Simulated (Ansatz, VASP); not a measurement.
Two plane-wave programs on GaN

File POSCAR:

```
GaN
1.0
    3.1273200000     -0.0205600000     -0.0059100000
   -1.5814700000      2.8051100000      0.0505700000
   -0.0096100000      0.0893200000      5.1431400000
Ga N
2 2
Direct
    0.3255800000      0.6624100000      0.0032900000
    0.6663600000      0.3282900000      0.4966200000
    0.3404400000      0.6682900000      0.3748800000
    0.6774398065      0.3445184853      0.8707537736
```

Contents of INCAR.step1:

```
SYSTEM = GaN
  PREC = Accurate
  ENCUT = 520
  ISMEAR = 0
  SIGMA = 0.01
  LREAL = .FALSE.
  LASPH = .TRUE.
  NELM = 100
  NBANDS = 26
  GGA = PE
  ALGO = Normal
  EDIFF = 1E-4
  LWAVE = .TRUE.
  LCHARG = .FALSE.
```

The input INCAR.step2:

```
SYSTEM = GaN
  PREC = Accurate
  ENCUT = 520
  EDIFF = 1E-6
  ISMEAR = 0
  SIGMA = 0.01
  LREAL = .FALSE.
  LASPH = .TRUE.
  NELM = 100
  ALGO = Normal
  ISIF = 2
  LWAVE = .FALSE.
  LCHARG = .FALSE.
  METAGGA = R2SCAN
  LMIXTAU = .TRUE.
  NBANDS = 26
  ISTART = 1
```

Contents of KPOINTS:

```
regular mesh
0
G
  6 6 4
  0 0 0
```

Input for Ansatz:

```yaml
crystal:
  lattice:
    - [3.12732, -0.02056, -0.00591]
    - [-1.58147, 2.80511, 0.05057]
    - [-0.00961, 0.08932, 5.14314]
  atoms:
    - { symbol: Ga, position: [0.32558, 0.66241, 0.00329] }
    - { symbol: Ga, position: [0.66636, 0.32829, 0.49662] }
    - { symbol: "N", position: [0.34044, 0.66829, 0.37488] }
    - { symbol: "N", position: [0.6774398064905311, 0.3445184852507335, 0.8707537736202455] }
basis:
  ecutwfc: 650.0
  xc_grid: 2
kpoints:
  mp_grid:
    grid: [6, 6, 4]
hamiltonian:
  xc: r2scan
scf:
  convergence:
    dr2_threshold: 1.0e-09
  occupations:
    method: fixed
output:
  forces: true
  stress: true
```

Alike in both runs: task single point; functional r2SCAN; k mesh 6 × 6 × 4; no spin polarisation.

|  | VASP | Ansatz |
| --- | --- | --- |
| version | VASP 6.6.1 | Ansatz 0.2.0 |
| potentials or method | VASP PAW PBE potentials, release 64 (Ga_d, N), cutoff 520 eV | plane waves, PAW |
| occupations | gaussian, width 0.01 eV | fixed |
| valence electrons in the cell | 36 | 36 |

Ansatz gave:

* pressure (GPa): 2.8
* traceless stress, the component that is largest in VASP (GPa): -7.38
* rms of the force components (eV/Å): 0.449

Q: What did VASP give for the same quantities?

A: Pressure (GPa): 4.0; traceless stress, the component that is largest in VASP (GPa): -7.51; rms of the force components (eV/Å): 0.457.

VASP's potentials were made for PBE, not for r2SCAN. Atom by atom the forces differ by 0.010 eV/Å (rms over components). Ansatz's warnings: stress scf threshold loose.
